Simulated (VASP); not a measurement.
Set up this calculation in VASP 6.6.1, as the native input.

```yaml
Task: G0W0 quasiparticle levels
Functional: PBE
Potentials_or_basis: VASP PAW PBE potentials, release 64 (Sn_d_GW, O_GW)
Cutoff: 500 eV
k_mesh: 4 × 4 × 4
Occupations: gaussian, width 0.01 eV
Spin: no spin polarisation
Dipole_correction: no
GW_scheme: G0W0
GW_iterations: 1
Cutoff_of_the_response_function: 120
Frequency_points: 96
Empty_bands: 216
Further_INCAR_settings: ALGO = EVGW0; EDIFF = 1e-08; NBANDS = 242
```

SnO2:

```xyz
6
Lattice="4.7605 0.0000 0.0000 0.0000 4.7605 0.0000 0.0000 0.0000 3.2002" Properties=species:S:1:pos:R:3 pbc="T T T"
Sn    0.0000    0.0000    0.0000
Sn    2.3802    2.3802    1.6001
O     1.4561    1.4561    0.0000
O     0.9241    3.8364    1.6001
O     3.3044    3.3044    0.0000
O     3.8364    0.9241    1.6001
```

The input as run:

POSCAR

```
SnO2
1.0
    4.7604949050      0.0000000000      0.0000000000
    0.0000000000      4.7604949050      0.0000000000
    0.0000000000      0.0000000000      3.2001628095
Sn O
2 4
Direct
    0.0000000000      0.0000000000      0.0000000000
    0.5000000000      0.5000000000      0.5000000000
    0.3058809151      0.3058809151      0.0000000000
    0.1941190849      0.8058809151      0.5000000000
    0.6941190849      0.6941190849      0.0000000000
    0.8058809151      0.1941190849      0.5000000000
```

INCAR.step1

```
SYSTEM = SnO2
PREC = Accurate ; ENCUT = 500
EDIFF = 1E-8 ; ISMEAR = 0
SIGMA = 0.01 ; LREAL = .FALSE.
LASPH = .TRUE. ; NELM = 80
ALGO = Normal ; LWAVE = .TRUE.
LCHARG = .FALSE. ; GGA = PE
```

INCAR.step2

```
SYSTEM = SnO2
PREC = Accurate ; ENCUT = 500
EDIFF = 1E-8 ; ISMEAR = 0
SIGMA = 0.01 ; LREAL = .FALSE.
LASPH = .TRUE. ; NELM = 1
ALGO = Exact ; LWAVE = .TRUE.
LCHARG = .FALSE. ; GGA = PE
NBANDS = 242 ; LOPTICS = .TRUE.
ISTART = 1
```

INCAR.step3

```
SYSTEM = SnO2
PREC = Accurate ; ENCUT = 500
EDIFF = 1E-8 ; ISMEAR = 0
SIGMA = 0.01 ; LREAL = .FALSE.
LASPH = .TRUE. ; ALGO = EVGW0
LWAVE = .FALSE. ; LCHARG = .FALSE.
GGA = PE ; NELMGW = 1
NBANDS = 242 ; ENCUTGW = 120.0
NOMEGA = 96 ; PRECFOCK = Fast
ISTART = 1 ; NBANDSGW = 34
OMEGAMAX = 20
```

KPOINTS

```
regular mesh
0
G
  4 4 4
  0 0 0
```

Potentials or basis: VASP PAW PBE potentials, release 64 (Sn_d_GW, O_GW).

Launch:

```console
$ cat potpaw_PBE.64/Sn_d_GW/POTCAR potpaw_PBE.64/O_GW/POTCAR > POTCAR
$ cp INCAR.step1 INCAR
$ mpirun -np 1 vasp_std > vasp.out
$ cp INCAR.step2 INCAR
$ mpirun -np 1 vasp_std > vasp.out
$ cp INCAR.step3 INCAR
$ mpirun -np 1 vasp_std > vasp.out
```

Results of the run:

```json
{
  "Quasiparticle gap": "2.50 eV",
  "Least direct quasiparticle gap": "2.50 eV",
  "Band gap of the starting levels on the mesh": "1.08 eV",
  "Least direct gap of the starting levels on the mesh": "1.08 eV"
}
```

Caveat: the k points lie up to 0.49 Å⁻¹ apart; bands, screening cutoff and mesh are small and nothing is extrapolated, so the quasiparticle values aren't converged; spin-orbit coupling is left out, which moves the levels of the heavy elements.

Wall time 30 min on 1 thread of Intel(R) Xeon(R) 6975P-C (Granite Rapids), on a shared host, peak memory 1.6 GiB.
